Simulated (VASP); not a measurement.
# PbS (R3m) in VASP: notebook, part 2 of 2

VASP 6.6.1. The steps go on from the part before.

## (4) Single point, PBE

This run uses another cell than the first one, of 26.69 Å³/atom, 1.020 times its volume.

The input, INCAR:

```
SYSTEM = PbS
PREC = Accurate ; ENCUT = 520
EDIFF = 1E-6 ; ISMEAR = -1
SIGMA = 0.05 ; LREAL = .False.
LASPH = .True. ; NELM = 80
ALGO = Normal ; ISIF = 2
LWAVE = .False. ; LCHARG = .False.
GGA = PE ; NBANDS = 17
```

The input, KPOINTS:

```
regular mesh
0
Gamma
  8 8 8
  0 0 0
```

The input, POSCAR:

```
PbS
1.0
    2.1126617058      1.2197458045      3.4519162518
   -2.1126617058      1.2197458045      3.4519162518
    0.0000000000     -2.4394916091      3.4519162518
Pb S
1 1
Direct
    0.9805657800      0.9805657800      0.9805657800
    0.4750355500      0.4750355500      0.4750355500
```

Started as:

```sh
> cat potpaw_PBE.64/Pb_d/POTCAR potpaw_PBE.64/S/POTCAR > POTCAR
> mpirun -np 1 vasp_std > vasp.out
```

It took 21 s on 1 thread of Intel Xeon Platinum 8559C (Emerald Rapids), shared host; peak memory 0.2 GiB.

It converged, with:

```yaml
Free_energy: -8.7671 eV
Pressure: 0.8 GPa
Largest_force: 0.019 eV/Å
Band_gap_on_the_k_mesh: 0.46 eV, direct
```

Forces on the atoms (eV/Å):
```
Pb   0.000  0.000 -0.019
S    0.000  0.000  0.019
```

Levels at points of the mesh, in eV from the valence-band top:
```
           k point  band 7  band 8  band 9  band 10  band 11  band 12  band 13  band 14
(0.00, 0.00, 0.00)   -6.04   -2.03   -2.03    -2.03     5.14     5.17     5.17     6.83
(0.50, 0.00, 0.00)   -8.69   -1.67   -1.66     0.00     0.46     2.05     2.05     8.66
(0.50, 0.50, 0.00)   -7.15   -4.97   -3.27    -3.26     3.97     5.53     5.63     5.65
(0.50, 0.50, 0.50)   -8.68   -1.66   -1.66    -0.03     0.49     2.05     2.05     8.65
```

Caveat: spin-orbit coupling is left out, which moves the levels of the heavy elements.

## (5) Single point, PBE (volume scaled by 1.02)

The input, INCAR:

```
SYSTEM = PbS
ALGO     = Normal         ! electronic algorithm
EDIFF    = 1E-6           ! SCF threshold, eV
ENCUT    = 520            ! plane-wave cutoff, eV
GGA      = PE             ! functional
ISIF     = 2              ! what is computed and relaxed
ISMEAR   = -1             ! smearing method
LASPH    = .True.         ! aspherical terms in the spheres
LCHARG   = .False.        ! write CHGCAR
LREAL    = .False.        ! projectors in reciprocal space
LWAVE    = .False.        ! write WAVECAR
NBANDS   = 17             ! bands
NELM     = 100            ! most SCF steps
PREC     = Accurate       ! precision mode
SIGMA    = 0.05           ! smearing width, eV
```

The input, KPOINTS:

```
k-points
0
Gamma
  8 8 8
  0 0 0
```

The input, POSCAR:

```
PbS
1.0
    2.1266532507      1.2278238267      3.4747772906
   -2.1266532507      1.2278238267      3.4747772906
    0.0000000000     -2.4556476535      3.4747772906
Pb S
1 1
Direct
    0.9805657800      0.9805657800      0.9805657800
    0.4750355500      0.4750355500      0.4750355500
```

Started as:

```sh
> cat potpaw_PBE.64/Pb_d/POTCAR potpaw_PBE.64/S/POTCAR > POTCAR
> mpirun -np 1 vasp_std > vasp.out
```

Run time: 20 s. Hardware: 1 thread of Intel Xeon Platinum 8559C (Emerald Rapids), shared host; peak memory 0.2 GiB.

Results (log left out):

```yaml
Free_energy: -8.7696 eV
Pressure: -0.2 GPa
Largest_force: 0.009 eV/Å
Band_gap_on_the_k_mesh: 0.52 eV, direct
```

Forces on the atoms (eV/Å):
```
Pb   0.000  0.000 -0.009
S    0.000  0.000  0.009
```

Levels at points of the mesh, in eV from the valence-band top:
```csv
k point,band 8,band 9,band 10,band 11,band 12,band 13
"(0.00, 0.00, 0.00)",-1.92,-1.92,-1.92,5.10,5.13,5.13
"(0.50, 0.00, 0.00)",-1.57,-1.57,0.00,0.52,2.11,2.11
"(0.50, 0.50, 0.00)",-4.78,-3.12,-3.12,4.07,5.48,5.57
"(0.50, 0.50, 0.50)",-1.56,-1.56,-0.03,0.55,2.10,2.10
```

Caveat: the cell differs from its parent crystal (volume scaled by 1.02); spin-orbit coupling is left out, which moves the levels of the heavy elements. A k mesh can miss the band edges.

## (6) Single point, PBE (volume scaled by 1.04)

The input, INCAR:

```
  PREC = Accurate
  ENCUT = 520
  EDIFF = 1E-6
  ISMEAR = -1
  SIGMA = 0.05
  LREAL = F
  LASPH = T
  NELM = 80
  ALGO = Normal
  ISIF = 2
  LWAVE = F
  LCHARG = T
  GGA = PE
  LELF = T
  LVHAR = T
  NBANDS = 17
```

The input, KPOINTS:

```
regular mesh
0
Gamma
  8 8 8
```

The input, POSCAR:

```
PbS
1.0
    2.1404630743      1.2357969321      3.4973414117
   -2.1404630743      1.2357969321      3.4973414117
    0.0000000000     -2.4715938643      3.4973414117
Pb S
1 1
Direct
    0.9805657800      0.9805657800      0.9805657800
    0.4750355500      0.4750355500      0.4750355500
```

Potentials or basis: VASP PAW PBE potentials, release 64 (Pb_d, S).

Started as:

```sh
> cat potpaw_PBE.64/Pb_d/POTCAR potpaw_PBE.64/S/POTCAR > POTCAR
> mpirun -np 1 vasp_std > vasp.out
```

OUTCAR:

```text
PREC = Accurate
   ENCUT = 520
   EDIFF = 1E-6
   ISMEAR = -1
   LREAL = F
   LASPH = T
   NELM = 80
   ISIF = 2
   GGA = PE

 ion  position               nearest neighbor table
   1  0.981  0.981  0.981-   2 2.99   2 2.99   2 2.99   2 3.06   2 3.06   2 3.06
   2  0.475  0.475  0.475-   1 2.99   1 2.99   1 2.99   1 3.06   1 3.06   1 3.06

  LATTYP: Found a trigonal (rhomboedric) cell.
 ALAT       =     4.2825428404
 COS(alpha) =     0.5003774362

  Lattice vectors:

 A1 = (   2.1404630743,   1.2357969321,   3.4973414117)
[... 190 lines left out ...]
      6      -8.0312      2.00000
[... 457 lines left out ...]
      4     -11.6822      2.00000
      5     -11.6730      2.00000
      6      -7.3483      2.00000
[... 9 lines left out ...]
     16      14.6423      0.00000
     17      15.7238      0.00000

 [... further k-points ...]
[... 5 lines left out ...]
  --------------------------------------------------------------------------------------
  -------------------------------------------------------------------------------------
  Total       -0.4150658     -0.4150658     -0.4071906     -0.0000000      0.0000000      0.0000000
  in kB      -11.9807324    -11.9807324    -11.7534182     -0.0000000      0.0000000      0.0000000
  external PRESSURE =     -11.9049610 kB  Pullay stress =       0.0000000 kB

 VOLUME and BASIS-vectors are now :
 -----------------------------------------------------------------------------
  energy-cutoff  :      520.00
  volume of cell :       55.51
      direct lattice vectors                 reciprocal lattice vectors
     2.140463074  1.235796932  3.497341412     0.233594312  0.134865739  0.095310493
    -2.140463074  1.235796932  3.497341412    -0.233594312  0.134865739  0.095310493
     0.000000000 -2.471593864  3.497341412     0.000000000 -0.269731478  0.095310493

 POSITION                                       TOTAL-FORCE (eV/Angst)
 -----------------------------------------------------------------------------------
      0.00000     -0.00000     10.28812         0.000000     -0.000000      0.001231
      0.00000     -0.00000      4.98408         0.000000      0.000000     -0.001231
 -----------------------------------------------------------------------------------
    total drift:                                0.000000      0.000000     -0.000165

  FREE ENERGIE OF THE ION-ELECTRON SYSTEM (eV)
  ---------------------------------------------------
  free  energy   TOTEN  =        -8.7652568696 eV

  energy  without entropy=       -8.7652284172  energy(sigma->0) =       -8.76524264
```

stdout:

```text
POSCAR found type information on POSCAR PbS
 POSCAR found :  2 types and       2 ions
 scaLAPACK will be used
 LDA part: xc-table for (Slater+PW92), standard interpolation
 POSCAR, INCAR and KPOINTS ok, starting setup
 FFT: planning ... GRIDC
 FFT: planning ... GRID_SOFT
 FFT: planning ... GRID
 WAVECAR not read
 entering main loop
```

It took 22 s on 1 thread of Intel Xeon Platinum 8559C (Emerald Rapids), shared host; peak memory 0.21 GiB.

Results:

* Free energy: -8.7653 eV
* Pressure: -1.2 GPa
* Band gap on the k mesh: 0.58 eV, direct

Levels at points of the mesh, in eV from the valence-band top:
```csv
k point,band 8,band 9,band 10,band 11,band 12,band 13
"(0.00, 0.00, 0.00)",-1.81,-1.81,-1.81,5.06,5.08,5.08
"(0.50, 0.00, 0.00)",-1.47,-1.47,0.00,0.58,2.16,2.16
"(0.50, 0.50, 0.00)",-4.61,-2.99,-2.98,4.16,5.43,5.52
"(0.50, 0.50, 0.50)",-1.47,-1.47,-0.02,0.61,2.16,2.16
```

Caveat: the cell differs from its parent crystal (volume scaled by 1.04); spin-orbit coupling is left out, which moves the levels of the heavy elements. A k mesh can miss the band edges.

## (7) Summary

```csv
cell,gap on the mesh (eV),pressure (GPa),largest force (eV/Å)
"a = 4.199 Å, angles 60.0°, 2 atoms",0.39,2.0,0.03
"a = 4.227 Å, angles 60.0°, 2 atoms",0.46,0.8,0.02
"a = 4.255 Å, angles 60.0°, 2 atoms",0.52,-0.2,0.01
"a = 4.283 Å, angles 60.0°, 2 atoms",0.58,-1.2,-
```

Alike in all rows: task single point; level PBE; potentials or basis VASP PAW PBE potentials, release 64 (Pb_d, S); no spin polarisation; k mesh 8 × 8 × 8; cutoff (eV) 520; smearing fermi-dirac 0.05 eV.

Caveats: spin-orbit coupling is left out, which moves the levels of the heavy elements.

Total energies depend on the potentials used, so only differences within one code and one set of settings carry meaning.
